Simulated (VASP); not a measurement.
# W (Im-3m) in VASP: single point with PBE

Aim: the single point of W with PBE.

All numbers are computed with VASP 6.6.1; they aren't measurements. Logs are shortened: lines on timing, memory, paths and dates and some standing lists are left out, and cuts for length are marked.

**1. The cell of the first run**

It takes space group Im-3m (No. 229, cubic). Conventional cell: a = 3.126 Å, b = 3.126 Å, c = 3.126 Å, α = 90.00°, β = 90.00°, γ = 90.00°. Within 3.6 Å of W (site symmetry m-3m) lie 14 W at 2.71 to 3.13 Å.

**2. Single point, PBE**

INCAR

```
SYSTEM = W
PREC = Accurate
ENCUT = 500
EDIFF = 1E-6
ISMEAR = -1
SIGMA = 0.5
LREAL = .FALSE.
LASPH = .TRUE.
NELM = 120
ALGO = Normal
ISIF = 2
LWAVE = .FALSE.
LCHARG = .FALSE.
GGA = PE
NBANDS = 13
GGA_COMPAT = .FALSE.
```

KPOINTS

```
regular mesh
0
G
  2 2 2
  0 0 0
```

POSCAR

```
W
1.0
   -1.5630456403      1.5630456403      1.5630456403
    1.5630456403     -1.5630456403      1.5630456403
    1.5630456403      1.5630456403     -1.5630456403
W
1
Direct
    0.0000000000      0.0000000000      0.0000000000
```

Potentials or basis: VASP PAW PBE potentials, release 64 (W_sv).

Run with:

```console
$ cat potpaw_PBE.64/W_sv/POTCAR > POTCAR
$ mpirun -np 1 vasp_std > vasp.out
```

OUTCAR:

```text
SYSTEM = W
   PREC = Accurate
   ENCUT = 500
   EDIFF = 1E-6
   ISMEAR = -1
   LREAL = .FALSE.
   LASPH = .TRUE.
   NELM = 120
   ISIF = 2
   GGA = PE

 ion  position               nearest neighbor table
   1  0.000  0.000  0.000-

  LATTYP: Found a body centered cubic cell.
 ALAT       =     3.1260912806

  Lattice vectors:

 A1 = (  -1.5630456403,   1.5630456403,   1.5630456403)
 A2 = (   1.5630456403,  -1.5630456403,   1.5630456403)
 A3 = (   1.5630456403,   1.5630456403,  -1.5630456403)

Analysis of symmetry for initial positions (statically):
=====================================================================
 Subroutine PRICEL returns:
 Original cell was already a primitive cell.

 Routine SETGRP: Setting up the symmetry group for a
 body centered cubic supercell.

 Subroutine GETGRP returns: Found 48 space group operations
 (whereof 48 operations were pure point group operations)
 out of a pool of 48 trial point group operations.

The static configuration has the point symmetry O_h .

Analysis of symmetry for dynamics (positions and initial velocities):
=====================================================================
 Subroutine PRICEL returns:
 Original cell was already a primitive cell.

 Routine SETGRP: Setting up the symmetry group for a
 body centered cubic supercell.

 Subroutine GETGRP returns: Found 48 space group operations
 (whereof 48 operations were pure point group operations)
 out of a pool of 48 trial point group operations.

The dynamic configuration has the point symmetry O_h .

 Subroutine INISYM returns: Found 48 space group operations
 (whereof 48 operations are pure point group operations),
 and found     1 'primitive' translations

----------------------------------------------------------------------------------------

                                     Primitive cell

  volume of cell :      15.2748

  direct lattice vectors                    reciprocal lattice vectors
    -1.563045640  1.563045640  1.563045640     0.000000000  0.319888292  0.319888292
     1.563045640 -1.563045640  1.563045640     0.319888292  0.000000000  0.319888292
     1.563045640  1.563045640 -1.563045640     0.319888292  0.319888292  0.000000000

  length of vectors
     2.707274464  2.707274464  2.707274464     0.452390361  0.452390361  0.452390361

  position of ions in fractional coordinates (direct lattice)
[... 60 lines left out ...]
   NFREE  =      0    steps in history (QN), initial steepest desc. (CG)
   ISIF   =      2    stress and relaxation
   ISYM   =      2    0-nonsym 1-usesym 2-fastsym
   POTIM  = 0.5000    time-step for ionic-motion
   TEBEG  =    0.0;   TEEND  =   0.0 temperature during run
   PSTRESS=    0.0 pullay stress
   NELECT =      14.0000    total number of electrons
   NUPDOWN=      -1.0000    fix difference up-down
   EMIN   =  10.00;   EMAX   =-10.00  energy-range for DOS
   EFERMI =   0.00;   METHOD = LEGACY
   ISMEAR =    -1;   SIGMA  =   0.50  broadening in eV -4-tet -1-fermi 0-gaus
   EFERMI_NEDOS =   21; number of points for ismear=-14 and -15
   IALGO  =     38    algorithm
   IMIX   =      4    mixing-type and parameters
     AMIX     =   0.40;   BMIX     =  1.00
     AMIX_MAG =   1.60;   BMIX_MAG =  1.00
  volume/ion in A,a.u.               =      15.27       103.08
  Fermi-wavevector in a.u.,A,eV,Ry     =   1.590227  3.005094 34.406721  2.528823
  Thomas-Fermi vector in A             =   2.688955
   LORBIT       =      0    0 simple, 1 ext, 2 COOP (PROOUT), +10 PAW based schemes
   GGA     = PE    functional components
   LHFCALC =     F    Hartree Fock is set to
   AEXX    =    0.0000 exact exchange contribution
   IVDW    =     0    specifies the selected vdW correction
   LEPSILON=     F    determine dielectric tensor
   LRPA    =     F    only Hartree local field effects (RPA)
 non-spin polarized calculation
  energy-cutoff  :      500.00
  volume of cell :       15.27
 maximum number of plane-waves:       384
 NGX is ok and might be reduce to    20
   NGX =  9   NGY =  9   NGZ =  9

 number of electron      14.0000003 magnetization

 Free energy of the ion-electron system (eV)
  ---------------------------------------------------
  ext. energy  EPLUGINS =         0.00000000
  ---------------------------------------------------
  free energy    TOTEN  =       -12.58201856 eV

  energy without entropy =      -11.63913639  energy(sigma->0) =      -12.11057747

 E-fermi :  13.3958     XC(G=0): -13.8691

 val. band max:       12.8017722112   @ k =   0.5000   0.0000   0.0000
 cond. band min:      14.2134084510   @ k =   0.5000   0.0000   0.0000
 fundamental gap:      1.4116362398
 Fermi energy:        13.3958496697

 k-point     1 :       0.0000    0.0000    0.0000
  band No.  band energies     occupation
      1     -62.2679      2.00000
      2     -25.7525      2.00000
      3     -25.7525      2.00000
      4     -25.7525      2.00000
      5       2.1579      2.00000
      6      10.6640      1.99156
      7      10.6640      1.99156
      8      10.6640      1.99156
      9      14.2917      0.28574
     10      14.2917      0.28574
     11      26.6148      0.00000
     12      26.6148      0.00000
     13      26.6148      0.00000
[... 18 lines left out ...]
  band No.  band energies     occupation
      1     -61.9945      2.00000
      2     -26.7590      2.00000
      3     -26.7590      2.00000
      4     -26.7590      2.00000
      5       5.8380      2.00000
      6       5.8380      2.00000
      7      17.3833      0.00069
      8      17.3833      0.00069
      9      17.3833      0.00069
     10      20.5427      0.00000
     11      20.5427      0.00000
     12      20.5427      0.00000
     13      28.9242      0.00000

------------------------ aborting loop because EDIFF is reached ----------------------------------------

  FORCE on cell =-STRESS in cart. coord.  units (eV):
  Direction    XX          YY          ZZ          XY          YZ          ZX
  --------------------------------------------------------------------------------------
  -------------------------------------------------------------------------------------
  Total        3.1691782      3.1691782      3.1691782      0.0000000     -0.0000000     -0.0000000
  in kB      332.4162707    332.4162707    332.4162707      0.0000000     -0.0000000     -0.0000000
  external PRESSURE =     332.4162707 kB  Pullay stress =       0.0000000 kB

 VOLUME and BASIS-vectors are now :
 -----------------------------------------------------------------------------
  energy-cutoff  :      500.00
  volume of cell :       15.27
      direct lattice vectors                 reciprocal lattice vectors
    -1.563045640  1.563045640  1.563045640     0.000000000  0.319888292  0.319888292
     1.563045640 -1.563045640  1.563045640     0.319888292  0.000000000  0.319888292
     1.563045640  1.563045640 -1.563045640     0.319888292  0.319888292  0.000000000

 POSITION                                       TOTAL-FORCE (eV/Angst)
 -----------------------------------------------------------------------------------
      0.00000      0.00000      0.00000        -0.000000      0.000000     -0.000000
 -----------------------------------------------------------------------------------
    total drift:                                0.000000     -0.000000      0.000000

  FREE ENERGIE OF THE ION-ELECTRON SYSTEM (eV)
  ---------------------------------------------------
  free  energy   TOTEN  =       -12.5820185597 eV

  energy  without entropy=      -11.6391363887  energy(sigma->0) =      -12.11057747
```

Wall time 1.4 s (1 thread of Intel Xeon 6975P-C (Granite Rapids), shared host); peak memory 0.12 GiB.

What came out:

```yaml
Free_energy: -12.5820 eV
Pressure: 33.2 GPa
Band_gap_on_the_k_mesh: zero (band 7 reaches 17.38 eV, above the bottom of band 8 at 10.66 eV)
```

Caveat: the k points lie up to 1.42 Å⁻¹ apart; spin-orbit coupling is left out, which moves the levels of the heavy elements.
